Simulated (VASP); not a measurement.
# Si (a cell with a defect) in VASP: further runs

The runs below take Si (a cell with a defect) through relaxation of the atoms, with PBE+D3(BJ).

Program: VASP 6.6.1. These are calculated values, not measurements. Logs are shortened: lines on timing, memory, paths and dates and some standing lists are left out, and cuts for length are marked.

### 1 The cell of the first run

The cell holds a defect, 63 atoms: a = 10.860 Å, b = 10.860 Å, c = 10.860 Å, α = 90.00°, β = 90.00°, γ = 90.00°.

### 2 Relaxation of the atoms, PBE+D3(BJ)

Contents of INCAR:

```
SYSTEM = Si
ALGO = Normal
EDIFF = 1E-7
EDIFFG = -0.03
ENCUT = 450
GGA = PE
GGA_COMPAT = .FALSE.
IBRION = 2
ISIF = 2
ISMEAR = 0
IVDW = 12
LASPH = .TRUE.
LCHARG = .FALSE.
LREAL = Auto
LWAVE = .FALSE.
NELECT = 254.0
NELM = 120
NELMIN = 4
NSW = 80
PREC = Accurate
SIGMA = 0.02
```

Contents of KPOINTS:

```
k-points
0
G
  1 1 1
  0 0 0
```

Contents of POSCAR:

```
Si
1.0
   10.8600000000      0.0000000000      0.0000000000
    0.0000000000     10.8600000000      0.0000000000
    0.0000000000      0.0000000000     10.8600000000
Si
63
Direct
    0.5008981000     -0.0023166000     -0.0022203000
    0.6262134000      0.1243053000      0.1279341000
    0.7507069000      0.2527097000     -0.0071288000
    0.8772579000      0.3750832000      0.1261972000
    0.7493469000     -0.0008199000      0.2503328000
    0.8731848000      0.1198387000      0.3779242000
   -0.0019464000     -0.0026992000     -0.0027304000
    0.1273372000      0.1224440000      0.1259353000
    0.2496341000      0.2496523000     -0.0022376000
    0.3737416000      0.3705448000      0.1263536000
    0.5002824000      0.5030266000     -0.0006027000
    0.6192751000      0.6220257000      0.1289207000
    0.7526739000      0.7484197000      0.0024680000
    0.8745195000      0.8692653000      0.1256749000
    0.2492836000      0.0008271000      0.2505094000
    0.3783125000      0.1232530000      0.3712507000
    0.4963147000      0.2487644000      0.2528551000
    0.6235564000      0.3740491000      0.3742456000
    0.7520995000      0.5009566000      0.2482297000
    0.8691082000      0.6214951000      0.3705962000
    0.4980180000     -0.0008950000      0.4976475000
    0.6296783000      0.1272820000      0.6255975000
    0.7503167000      0.2529903000      0.5013465000
    0.8772251000      0.3792130000      0.6263221000
    0.7514145000     -0.0020265000      0.7544014000
    0.8740587000      0.1220982000      0.8739104000
    0.0018305000      0.4999580000      0.0010381000
    0.1237609000      0.6285064000      0.1253530000
    0.2456155000      0.7508281000     -0.0034576000
    0.3686192000      0.8722444000      0.1201739000
    0.0009698000      0.2443627000      0.2463908000
    0.1263943000      0.3753700000      0.3768540000
    0.2550923000      0.5012121000      0.2546875000
    0.3760918000      0.6228154000      0.3720266000
    0.5018835000      0.7509349000      0.2526633000
    0.6259690000      0.8741643000      0.3722511000
   -0.0025358000      0.0003403000      0.5001659000
    0.1286961000      0.1282568000      0.6230106000
    0.2473383000      0.2504932000      0.4977132000
    0.3723478000      0.3766670000      0.6265791000
    0.5045287000      0.4983378000      0.4984625000
    0.6288949000      0.6251959000      0.6262203000
    0.7540423000      0.7509973000      0.5030707000
    0.8779151000      0.8772377000      0.6268886000
    0.2475768000     -0.0009129000      0.7485822000
    0.4999943000      0.2515601000      0.7472574000
    0.6227631000      0.3767781000      0.8777307000
    0.7534051000      0.5049253000      0.7523061000
    0.8770405000      0.6291439000      0.8762495000
    0.0023459000      0.7526788000      0.2531790000
    0.1250762000      0.8793411000      0.3754657000
   -0.0016921000      0.4995071000      0.4991307000
    0.1203367000      0.6234767000      0.6222286000
    0.2483098000      0.7507483000      0.5038094000
    0.3782868000      0.8768049000      0.6268924000
    0.0014145000      0.2478632000      0.7466009000
    0.1229609000      0.3802627000      0.8722824000
    0.2494431000      0.5051195000      0.7509915000
    0.3768069000      0.6261646000      0.8801531000
    0.4984098000      0.7583567000      0.7531713000
    0.6260692000      0.8770403000      0.8789420000
   -0.0002333000      0.7543204000      0.7517071000
    0.1257551000      0.8701193000      0.8758478000
```

Potentials or basis: VASP PAW PBE potentials, release 64 (Si).

Command:

```bash
cat potpaw_PBE.64/Si/POTCAR > POTCAR
mpirun -np 1 vasp_gam > vasp.out
```

OUTCAR:

```text
SYSTEM = Si
   EDIFF = 1E-7
   EDIFFG = -0.03
   ENCUT = 450
   GGA = PE
   IBRION = 2
   ISIF = 2
   ISMEAR = 0
   IVDW = 12
   LASPH = .TRUE.
   LREAL = Auto
   NELECT = 254.0
   NELM = 120
   NELMIN = 4
   NSW = 80
   PREC = Accurate
 IVDW          = 12

 ion  position               nearest neighbor table
   1  0.501  0.998  0.998-  61 2.29  30 2.38   2 2.40
   2  0.626  0.124  0.128-   5 2.32  17 2.38   1 2.40   3 2.43
   3  0.751  0.253  0.993-  47 2.30  26 2.34   4 2.40   2 2.43
   4  0.877  0.375  0.126-  19 2.34  27 2.35  31 2.35   3 2.40
   5  0.749  0.999  0.250-  36 2.32   2 2.32   6 2.33  14 2.38
   6  0.873  0.120  0.378-  37 2.30   5 2.33  23 2.38  31 2.41
   7  0.998  0.997  0.997-  26 2.33  63 2.36  14 2.38   8 2.40
   8  0.127  0.122  0.126-  15 2.31  31 2.31   9 2.37   7 2.40
   9  0.250  0.250  0.998-  10 2.34   8 2.37  57 2.40
  10  0.374  0.371  0.126-  17 2.33   9 2.34  33 2.37  11 2.42
  11  0.500  0.503  0.999-  59 2.29  12 2.31  47 2.32  10 2.42
  12  0.619  0.622  0.129-  11 2.31  35 2.32  19 2.34  13 2.42
  13  0.753  0.748  0.002-  14 2.29  49 2.32  61 2.38  12 2.42
  14  0.875  0.869  0.126-  13 2.29  50 2.33   5 2.38   7 2.38
  15  0.249  0.001  0.251-   8 2.31  51 2.32  16 2.33  30 2.37
[... 34 lines left out ...]
  50  0.002  0.753  0.253-  51 2.33  14 2.33  28 2.34  20 2.40
  51  0.125  0.879  0.375-  15 2.32  50 2.33  37 2.34  54 2.38
  52  0.998  0.500  0.499-  24 2.31  53 2.31  32 2.35  20 2.38
[... 9 lines left out ...]
  62  1.000  0.754  0.752-  63 2.30  44 2.32  49 2.34  53 2.39
  63  0.126  0.870  0.876-  29 2.26  62 2.30   7 2.36  45 2.37

  LATTYP: Found a simple cubic cell.
 ALAT       =    10.8600000000

  Lattice vectors:

 A1 = (  10.8600000000,   0.0000000000,   0.0000000000)
 A2 = (   0.0000000000,  10.8600000000,   0.0000000000)
 A3 = (   0.0000000000,   0.0000000000,  10.8600000000)

Analysis of symmetry for initial positions (statically):
=====================================================================
 Subroutine PRICEL returns:
 Original cell was already a primitive cell.

 Routine SETGRP: Setting up the symmetry group for a
 simple cubic supercell.

 Subroutine GETGRP returns: Found  1 space group operations
 (whereof  1 operations were pure point group operations)
 out of a pool of 48 trial point group operations.

The static configuration has the point symmetry C_1 .

Analysis of symmetry for dynamics (positions and initial velocities):
=====================================================================
 Subroutine PRICEL returns:
 Original cell was already a primitive cell.

 Routine SETGRP: Setting up the symmetry group for a
 simple cubic supercell.
[... 199 lines left out ...]
   LSORBIT =      F    spin-orbit coupling
   LASPH  =      T    aspherical Exc in radial PAW
   ENCUT  =  450.0 eV  33.07 Ry    5.75 a.u.  18.78 18.78 18.78*2*pi/ulx,y,z
   NELM   =    120;   NELMIN=  4; NELMDL= -5     # of ELM steps
   EDIFF  = 0.1E-06   stopping-criterion for ELM
   LREAL  =      T    real-space projection
   EDIFFG = -.3E-01   stopping-criterion for IOM
   NSW    =     80    number of steps for IOM
   IBRION =      2    ionic relax: 0-MD 1-quasi-New 2-CG
   NFREE  =      1    steps in history (QN), initial steepest desc. (CG)
   ISIF   =      2    stress and relaxation
   ISYM   =      2    0-nonsym 1-usesym 2-fastsym
   POTIM  = 0.5000    time-step for ionic-motion
   TEBEG  =    0.0;   TEEND  =   0.0 temperature during run
   PSTRESS=    0.0 pullay stress
   NELECT =     254.0000    total number of electrons
   NUPDOWN=      -1.0000    fix difference up-down
   EMIN   =  10.00;   EMAX   =-10.00  energy-range for DOS
   EFERMI =   0.00;   METHOD = LEGACY
   ISMEAR =     0;   SIGMA  =   0.02  broadening in eV -4-tet -1-fermi 0-gaus
   EFERMI_NEDOS =   21; number of points for ismear=-14 and -15
   IALGO  =     38    algorithm
   IMIX   =      4    mixing-type and parameters
     AMIX     =   0.40;   BMIX     =  1.00
     AMIX_MAG =   1.60;   BMIX_MAG =  1.00
  volume/ion in A,a.u.               =      20.33       137.20
  Fermi-wavevector in a.u.,A,eV,Ry     =   0.954677  1.804077 12.400449  0.911407
  Thomas-Fermi vector in A             =   2.083445
   LORBIT       =      0    0 simple, 1 ext, 2 COOP (PROOUT), +10 PAW based schemes
   GGA     = PE    functional components
   LHFCALC =     F    Hartree Fock is set to
   AEXX    =    0.0000 exact exchange contribution
   IVDW    =    12    specifies the selected vdW correction
   LEPSILON=     F    determine dielectric tensor
   LRPA    =     F    only Hartree local field effects (RPA)
 conjugate gradient relaxation of ions
 non-spin polarized calculation
 Gauss-broadening in eV      SIGMA  =   0.02
  energy-cutoff  :      450.00
  volume of cell :     1280.82
 maximum number of plane-waves:     13817
 NGX is ok and might be reduce to    80
   NGX = 37   NGY = 37   NGZ = 37

--------------------------------------- Ionic step        1  -------------------------------------------

 number of electron     253.9999998 magnetization

 Free energy of the ion-electron system (eV)
  ---------------------------------------------------
  ext. energy  EPLUGINS =         0.00000000
  ---------------------------------------------------
  free energy    TOTEN  =      -318.21888338 eV

  energy without entropy =     -318.19195490  energy(sigma->0) =     -318.20541914

------------------------ aborting loop because EDIFF is reached ----------------------------------------

 Edisp (eV)  -19.97298

 E6    (eV) :   -11.6930
[... 294 lines left out ...]
  FREE ENERGIE OF THE ION-ELECTRON SYSTEM (eV)
  ---------------------------------------------------
  free  energy   TOTEN  =      -339.0407289157 eV

  energy  without entropy=     -339.0124856361  energy(sigma->0) =     -339.02660728

[... ionic steps 4 to 13 ...]

--------------------------------------- Ionic step       14  -------------------------------------------

 number of electron     254.0000015 magnetization

------------------------ aborting loop because EDIFF is reached ----------------------------------------
[... 201 lines left out ...]
--------------------------------------- Ionic step       16  -------------------------------------------

 number of electron     254.0000015 magnetization

 Free energy of the ion-electron system (eV)
  ---------------------------------------------------
  ext. energy  EPLUGINS =         0.00000000
  ---------------------------------------------------
  free energy    TOTEN  =      -319.29441969 eV

  energy without entropy =     -319.26589986  energy(sigma->0) =     -319.28015978

 E-fermi :   6.3132     XC(G=0):  -9.3770

 val. band max:        6.3132170923   @ k =   0.0000   0.0000   0.0000
 cond. band min:       6.3980510892   @ k =   0.0000   0.0000   0.0000
 fundamental gap:      0.0848339968
 Fermi energy:         6.3132327103

 k-point     1 :       0.0000    0.0000    0.0000
  band No.  band energies     occupation
      1      -6.2271      2.00000
      2      -5.1875      2.00000
      3      -5.1854      2.00000
      4      -5.1539      2.00000
      5      -5.1533      2.00000
      6      -5.1518      2.00000
[... 131 lines left out ...]
    138       6.9126      0.00000
    139       6.9138      0.00000
 [bands above 139 left out]

------------------------ aborting loop because EDIFF is reached ----------------------------------------

 Edisp (eV)  -19.96852

 E6    (eV) :   -11.6903
[... 88 lines left out ...]
  FREE ENERGIE OF THE ION-ELECTRON SYSTEM (eV)
  ---------------------------------------------------
  free  energy   TOTEN  =      -339.2629425829 eV

  energy  without entropy=     -339.2344227472  energy(sigma->0) =     -339.24868267

 reached required accuracy - stopping structural energy minimisation
```

Run time: 73 min. Hardware: 1 thread of Intel Xeon Platinum 8259CL at 2.50GHz (Skylake/Cascade Lake), shared host; peak memory 1 GiB.

Results:

```yaml
Free_energy: -339.2629 eV
Energy_gained_by_relaxing: 17.0 meV/atom
Ionic_steps: 16
Largest_force_after_relaxing: 0.018 eV/Å
Dispersion_energy_per_atom: -0.317 eV
```

Forces in eV/Å, atoms in the order of the input:
```
Si   0.009 -0.010  0.001
Si   0.008  0.011  0.010
Si   0.002  0.001  0.001
Si  -0.004 -0.008 -0.002
Si  -0.007  0.000 -0.002
Si  -0.003  0.000 -0.002
Si   0.004  0.002  0.003
Si  -0.006  0.015 -0.008
Si  -0.006  0.001 -0.003
Si  -0.007 -0.004 -0.009
Si  -0.005 -0.009 -0.003
Si   0.001  0.002 -0.004
Si  -0.005 -0.011 -0.006
Si  -0.001  0.003  0.001
Si   0.007 -0.002  0.005
Si  -0.003  0.003 -0.003
Si   0.002 -0.006  0.000
Si   0.000 -0.004 -0.010
Si  -0.006 -0.015  0.001
Si   0.005 -0.008  0.003
Si   0.003 -0.003  0.001
Si   0.005  0.006 -0.002
Si  -0.001  0.002  0.003
Si  -0.003  0.002  0.001
Si   0.001 -0.001  0.006
Si   0.001  0.002 -0.007
Si   0.002 -0.010  0.001
Si   0.005 -0.006  0.002
Si  -0.004 -0.014  0.007
Si  -0.007  0.005 -0.004
Si   0.008 -0.005 -0.011
Si  -0.003  0.002  0.008
Si  -0.008 -0.001 -0.001
Si   0.008 -0.001  0.003
Si  -0.012  0.007  0.003
Si   0.000  0.009  0.010
Si   0.000 -0.003 -0.006
Si  -0.002  0.006  0.005
Si   0.012 -0.002  0.004
Si   0.003 -0.005  0.004
Si  -0.004 -0.006  0.003
Si  -0.008 -0.006 -0.001
Si   0.002  0.001 -0.002
Si  -0.007  0.005  0.010
Si   0.006  0.013  0.009
Si   0.000  0.006  0.006
Si  -0.008  0.010  0.005
Si   0.005  0.000 -0.003
Si  -0.005 -0.006  0.008
Si  -0.003 -0.001 -0.002
Si   0.006  0.003  0.011
Si   0.001 -0.002 -0.009
Si   0.002  0.000 -0.001
Si   0.006  0.000 -0.003
Si  -0.001  0.003 -0.004
Si   0.003 -0.002 -0.005
Si  -0.011  0.006  0.004
Si   0.001  0.002 -0.008
Si   0.005  0.001 -0.001
Si  -0.002  0.006 -0.001
Si   0.009 -0.010 -0.008
Si   0.009  0.010 -0.012
Si   0.002  0.014  0.004
```

Step by step:
```csv
step,energy change (eV),largest force (eV/Å),pressure (GPa)
1,0.0000,1.4789,2.16
2,-0.8488,0.3776,1.94
3,-0.8489,0.3696,1.94
4,-0.9249,0.2604,1.92
5,-0.9426,0.2506,1.91
6,-0.9870,0.2159,1.89
7,-1.0042,0.1927,1.86
8,-1.0310,0.1610,1.82
9,-1.0358,0.1659,1.79
10,-1.0540,0.1185,1.74
11,-1.0565,0.0956,1.71
12,-1.0660,0.0559,1.68
13,-1.0662,0.0695,1.67
14,-1.0698,0.0363,1.65
15,-1.0698,0.0385,1.65
16,-1.0711,0.0183,1.64
```

Final structure:
```
Si
1.0
    10.86000    0.00000    0.00000
     0.00000   10.86000    0.00000
     0.00000    0.00000   10.86000
Si
63
Direct
  0.49166 0.00738 0.99163
  0.62236 0.12473 0.12245
  0.74926 0.24970 0.99955
  0.87485 0.37468 0.12513
  0.74988 0.00202 0.24939
  0.87551 0.12542 0.37594
  0.00027 0.00009 0.99997
  0.12784 0.12487 0.12270
  0.25745 0.24130 0.99043
  0.37469 0.37176 0.12186
  0.49992 0.49938 0.99963
  0.62486 0.62534 0.12510
  0.74903 0.75113 0.99939
  0.87425 0.87545 0.12538
  0.25093 0.00103 0.24970
  0.37514 0.12528 0.37506
  0.49939 0.24959 0.24932
  0.62493 0.37495 0.37469
  0.75072 0.50104 0.25051
  0.87541 0.62544 0.37555
  0.49970 0.00023 0.50030
  0.62214 0.12493 0.62824
  0.74851 0.24929 0.50096
  0.87400 0.37479 0.62563
  0.74998 0.00103 0.75052
  0.87506 0.12521 0.87527
  0.00108 0.49907 0.99982
  0.12580 0.62493 0.12518
  0.25041 0.75063 0.99967
  0.37488 0.87733 0.12312
  0.00062 0.24934 0.24923
  0.12596 0.37527 0.37355
  0.25189 0.49990 0.24899
  0.37581 0.62528 0.37584
  0.49916 0.75065 0.24929
  0.62519 0.87582 0.37372
  0.00144 0.00055 0.50171
  0.12852 0.12579 0.62859
  0.25008 0.25002 0.49984
  0.37427 0.37237 0.62803
  0.49951 0.49874 0.50140
  0.62501 0.62486 0.62579
  0.74987 0.75021 0.49971
  0.87502 0.87545 0.62582
  0.25928 0.01018 0.75980
  0.49123 0.24186 0.75858
  0.62305 0.37272 0.87413
  0.74994 0.50027 0.75118
  0.87555 0.62554 0.87620
  0.99987 0.75008 0.25038
  0.12601 0.87595 0.37490
  0.00012 0.49990 0.50011
  0.12558 0.62561 0.62590
  0.25057 0.75144 0.50136
  0.37499 0.87867 0.62903
  0.99984 0.24996 0.75035
  0.12757 0.37320 0.87416
  0.25073 0.50044 0.75058
  0.37519 0.62523 0.87523
  0.49964 0.75041 0.75051
  0.62335 0.87754 0.87456
  0.00079 0.75112 0.75099
  0.12846 0.87833 0.87480
```

Caveat: the k points lie up to 0.58 Å⁻¹ apart; the cell carries a net charge on a neutralising background, which shifts energy and pressure; the cell is charged against a uniform background, so pressure and absolute levels hang on convention.

[end of part 1 of 2]
